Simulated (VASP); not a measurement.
# BaSi3 (Pm-3m) in VASP: notebook

BaSi3 is run at these levels: PBEsol, PBE; tasks: single point.

All numbers are computed with VASP 6.6.1; they aren't measurements. Logs are shortened: lines on timing, memory, paths and dates and some standing lists are left out, and cuts for length are marked.

**1. The cell of the first run**

Symmetry: Pm-3m, No. 221, cubic system. Conventional cell: a = 4.487 Å, b = 4.487 Å, c = 4.487 Å, α = 90.00°, β = 90.00°, γ = 90.00°. Ba (site symmetry m-3m) has 12 Si at 3.17 Å within 4.2 Å. Within 4.2 Å of Si (site symmetry 4/mmm) lie 4 Ba at 3.17 Å and 8 Si at 3.17 Å.

**2. Single point, PBEsol**

INCAR

```
SYSTEM = BaSi3
ALGO = Normal
EDIFF = 1E-6
ENCUT = 520
GGA = PS
ISIF = 2
ISMEAR = 0
LASPH = .TRUE.
LCHARG = .FALSE.
LREAL = .FALSE.
LWAVE = .FALSE.
NBANDS = 19
NELM = 100
PREC = Accurate
SIGMA = 0.05
```

KPOINTS

```
k-points
0
G
  8 8 8
  0 0 0
```

POSCAR

```
BaSi3
1.0
    4.4872196948      0.0000000000      0.0000000000
    0.0000000000      4.4872196948      0.0000000000
    0.0000000000      0.0000000000      4.4872196948
Ba Si
1 3
Direct
    0.0000000000      0.0000000000      0.0000000000
    0.0000000000      0.5000000000      0.5000000000
    0.5000000000      0.5000000000      0.0000000000
    0.5000000000      0.0000000000      0.5000000000
```

Potentials or basis: VASP PAW PBE potentials, release 64 (Ba_sv, Si).

Started as:

```bash
> cat potpaw_PBE.64/Ba_sv/POTCAR potpaw_PBE.64/Si/POTCAR > POTCAR
> mpirun -np 1 vasp_std > vasp.out
```

OUTCAR:

```text
SYSTEM = BaSi3
   EDIFF = 1E-6
   ENCUT = 520
   GGA = PS
   ISIF = 2
   ISMEAR = 0
   LASPH = .TRUE.
   LREAL = .FALSE.
   NELM = 100
   PREC = Accurate

 ion  position               nearest neighbor table
   1  0.000  0.000  0.000-   2 3.17   3 3.17   4 3.17   2 3.17   4 3.17   2 3.17   3 3.17   2 3.17
                             3 3.17   4 3.17   4 3.17   3 3.17
   2  0.000  0.500  0.500-   1 3.17   1 3.17   1 3.17   1 3.17
   3  0.500  0.500  0.000-   1 3.17   1 3.17   1 3.17   1 3.17
   4  0.500  0.000  0.500-   1 3.17   1 3.17   1 3.17   1 3.17

  LATTYP: Found a simple cubic cell.
 ALAT       =     4.4872196948

  Lattice vectors:

 A1 = (   4.4872196948,   0.0000000000,   0.0000000000)
 A2 = (   0.0000000000,   4.4872196948,   0.0000000000)
 A3 = (   0.0000000000,   0.0000000000,   4.4872196948)

Analysis of symmetry for initial positions (statically):
=====================================================================
 Subroutine PRICEL returns:
 Original cell was already a primitive cell.

 Routine SETGRP: Setting up the symmetry group for a
 simple cubic supercell.

 Subroutine GETGRP returns: Found 48 space group operations
 (whereof 48 operations were pure point group operations)
 out of a pool of 48 trial point group operations.

The static configuration has the point symmetry O_h .

Analysis of symmetry for dynamics (positions and initial velocities):
=====================================================================
 Subroutine PRICEL returns:
 Original cell was already a primitive cell.

 Routine SETGRP: Setting up the symmetry group for a
 simple cubic supercell.

 Subroutine GETGRP returns: Found 48 space group operations
 (whereof 48 operations were pure point group operations)
 out of a pool of 48 trial point group operations.

The dynamic configuration has the point symmetry O_h .

 Subroutine INISYM returns: Found 48 space group operations
 (whereof 48 operations are pure point group operations),
 and found     1 'primitive' translations

----------------------------------------------------------------------------------------

                                     Primitive cell

  volume of cell :      90.3508

  direct lattice vectors                    reciprocal lattice vectors
[... 83 lines left out ...]
   ISTART =      0    job   : 0-new  1-cont  2-samecut
   ICHARG =      2    charge: 1-file 2-atom 10-const
   ISPIN  =      1    spin polarized calculation?
   LNONCOLLINEAR =      F non collinear calculations
   LSORBIT =      F    spin-orbit coupling
   LASPH  =      T    aspherical Exc in radial PAW
   ENCUT  =  520.0 eV  38.22 Ry    6.18 a.u.   8.34  8.34  8.34*2*pi/ulx,y,z
   NELM   =    100;   NELMIN=  2; NELMDL= -5     # of ELM steps
   EDIFF  = 0.1E-05   stopping-criterion for ELM
   LREAL  =      F    real-space projection
   EDIFFG = 0.1E-04   stopping-criterion for IOM
   NSW    =      0    number of steps for IOM
   IBRION =     -1    ionic relax: 0-MD 1-quasi-New 2-CG
   NFREE  =      0    steps in history (QN), initial steepest desc. (CG)
   ISIF   =      2    stress and relaxation
   ISYM   =      2    0-nonsym 1-usesym 2-fastsym
   POTIM  = 0.5000    time-step for ionic-motion
   TEBEG  =    0.0;   TEEND  =   0.0 temperature during run
   PSTRESS=    0.0 pullay stress
   NELECT =      22.0000    total number of electrons
   NUPDOWN=      -1.0000    fix difference up-down
   EMIN   =  10.00;   EMAX   =-10.00  energy-range for DOS
   EFERMI =   0.00;   METHOD = LEGACY
   ISMEAR =     0;   SIGMA  =   0.05  broadening in eV -4-tet -1-fermi 0-gaus
   EFERMI_NEDOS =   21; number of points for ismear=-14 and -15
   IALGO  =     38    algorithm
   IMIX   =      4    mixing-type and parameters
     AMIX     =   0.40;   BMIX     =  1.00
     AMIX_MAG =   1.60;   BMIX_MAG =  1.00
  volume/ion in A,a.u.               =      22.59       152.43
  Fermi-wavevector in a.u.,A,eV,Ry     =   1.022284  1.931837 14.218977  1.045065
  Thomas-Fermi vector in A             =   2.155955
   LORBIT       =      0    0 simple, 1 ext, 2 COOP (PROOUT), +10 PAW based schemes
   GGA     = PS    functional components
   LHFCALC =     F    Hartree Fock is set to
   AEXX    =    0.0000 exact exchange contribution
   IVDW    =     0    specifies the selected vdW correction
   LEPSILON=     F    determine dielectric tensor
   LRPA    =     F    only Hartree local field effects (RPA)
 non-spin polarized calculation
 Gauss-broadening in eV      SIGMA  =   0.05
  energy-cutoff  :      520.00
  volume of cell :       90.35
 maximum number of plane-waves:      2469
 NGX is ok and might be reduce to    36
   NGX = 17   NGY = 17   NGZ = 17

 number of electron      22.0000002 magnetization

 Free energy of the ion-electron system (eV)
  ---------------------------------------------------
  ext. energy  EPLUGINS =         0.00000000
  ---------------------------------------------------
  free energy    TOTEN  =       -18.18206897 eV

  energy without entropy =      -18.17954290  energy(sigma->0) =      -18.18080593

 E-fermi :   5.2268     XC(G=0): -10.0777

 val. band max:        5.2216397677   @ k =   0.5000   0.1250   0.0000
 cond. band min:       5.2743986656   @ k =   0.1250   0.1250   0.0000
 fundamental gap:      0.0527588980
 Fermi energy:         5.2268342924

 k-point     1 :       0.0000    0.0000    0.0000
  band No.  band energies     occupation
      1     -21.2799      2.00000
      2      -6.7746      2.00000
      3      -6.7746      2.00000
      4      -6.7746      2.00000
      5      -4.5766      2.00000
      6       0.0887      2.00000
[... 505 lines left out ...]
      6      -1.1498      2.00000
[... 11 lines left out ...]
     18      11.2778      0.00000
     19      11.8468      0.00000

 [... further k-points ...]
[... 5 lines left out ...]
  --------------------------------------------------------------------------------------
  -------------------------------------------------------------------------------------
  Total       -0.9941039     -0.9941039     -0.9941039      0.0000000      0.0000000     -0.0000000
  in kB      -17.6282971    -17.6282971    -17.6282971      0.0000000      0.0000000     -0.0000000
  external PRESSURE =     -17.6282971 kB  Pullay stress =       0.0000000 kB

 VOLUME and BASIS-vectors are now :
 -----------------------------------------------------------------------------
  energy-cutoff  :      520.00
  volume of cell :       90.35
      direct lattice vectors                 reciprocal lattice vectors
     4.487219695  0.000000000  0.000000000     0.222855146  0.000000000  0.000000000
     0.000000000  4.487219695  0.000000000     0.000000000  0.222855146  0.000000000
     0.000000000  0.000000000  4.487219695     0.000000000  0.000000000  0.222855146

 POSITION                                       TOTAL-FORCE (eV/Angst)
 -----------------------------------------------------------------------------------
      0.00000      0.00000      0.00000         0.000000      0.000000      0.000000
      0.00000      2.24361      2.24361         0.000000      0.000000      0.000000
      2.24361      2.24361      0.00000         0.000000      0.000000      0.000000
      2.24361      0.00000      2.24361         0.000000      0.000000      0.000000
 -----------------------------------------------------------------------------------
    total drift:                               -0.000000     -0.000000      0.000000

  FREE ENERGIE OF THE ION-ELECTRON SYSTEM (eV)
  ---------------------------------------------------
  free  energy   TOTEN  =       -18.1820689718 eV

  energy  without entropy=      -18.1795428970  energy(sigma->0) =      -18.18080593
```

Wall time 17 s (1 thread of Intel Xeon 6975P-C (Granite Rapids), shared host); peak memory 0.23 GiB.

Results:

* Free energy: -18.1821 eV
* Pressure: -1.8 GPa
* Band gap on the k mesh: zero (band 11 reaches 6.92 eV, above the bottom of band 12 at 4.93 eV)

Levels at points of the mesh, in eV from the Fermi level:
| k point | band 7 | band 8 | band 9 | band 10 | band 11 | band 12 | band 13 | band 14 | band 15 | band 16 |
| --- | --- | --- | --- | --- | --- | --- | --- | --- | --- | --- |
| (0.00, 0.00, 0.00) | -5.14 | -1.83 | -1.83 | -1.83 | 1.70 | 1.70 | 1.70 | 2.82 | 2.82 | 2.82 |
| (0.50, 0.00, 0.00) | -4.37 | -2.37 | -2.37 | -1.65 | 0.54 | 0.54 | 1.02 | 1.13 | 3.20 | 3.20 |
| (0.50, 0.50, 0.00) | -6.02 | -3.56 | -1.13 | -1.13 | -0.60 | -0.14 | 1.29 | 1.29 | 3.63 | 4.64 |
| (0.50, 0.50, 0.50) | -6.96 | -4.43 | -1.37 | -1.37 | -1.37 | 4.26 | 4.92 | 4.92 | 4.92 | 5.40 |

Caveat: the PAW data sets were made with another functional, which shifts forces and pressure a little; spin-orbit coupling is left out, which moves the levels of the heavy elements.

**3. Single point, PBE**

INCAR

```
  PREC = Accurate
  ENCUT = 520
  EDIFF = 1E-7
  ISMEAR = -1
  SIGMA = 0.1
  LREAL = False
  LASPH = True
  NELM = 60
  ALGO = Normal
  ISIF = 2
  LWAVE = False
  LCHARG = True
  GGA = PE
  LELF = True
  LVHAR = True
  NBANDS = 19
```

KPOINTS

```
regular mesh
0
Gamma
  8 8 8
```

POSCAR is that of step 2.

Potentials or basis: VASP PAW PBE potentials, release 64 (Ba_sv, Si).

Started as:

```bash
> cat potpaw_PBE.64/Ba_sv/POTCAR potpaw_PBE.64/Si/POTCAR > POTCAR
> mpirun -np 1 vasp_std > vasp.out
```

It took 20 s on 1 thread of Intel Xeon 6975P-C (Granite Rapids), shared host; peak memory 0.23 GiB.

The run converged. Its results:

```yaml
Free_energy: -16.5867 eV
Pressure: 0.8 GPa
Band_gap_on_the_k_mesh: zero (band 11 reaches 6.98 eV, above the bottom of band 12 at 5.00 eV)
```

Levels at points of the mesh, in eV from the Fermi level:
| k point | band 9 | band 10 | band 11 | band 12 | band 13 | band 14 |
| --- | --- | --- | --- | --- | --- | --- |
| (0.00, 0.00, 0.00) | -1.83 | -1.83 | 1.69 | 1.69 | 1.69 | 2.88 |
| (0.50, 0.00, 0.00) | -2.35 | -1.61 | 0.53 | 0.53 | 1.04 | 1.14 |
| (0.50, 0.50, 0.00) | -1.11 | -1.11 | -0.59 | -0.13 | 1.28 | 1.28 |
| (0.50, 0.50, 0.50) | -1.38 | -1.38 | -1.38 | 4.36 | 4.90 | 4.90 |

Caveat: spin-orbit coupling is left out, which moves the levels of the heavy elements.
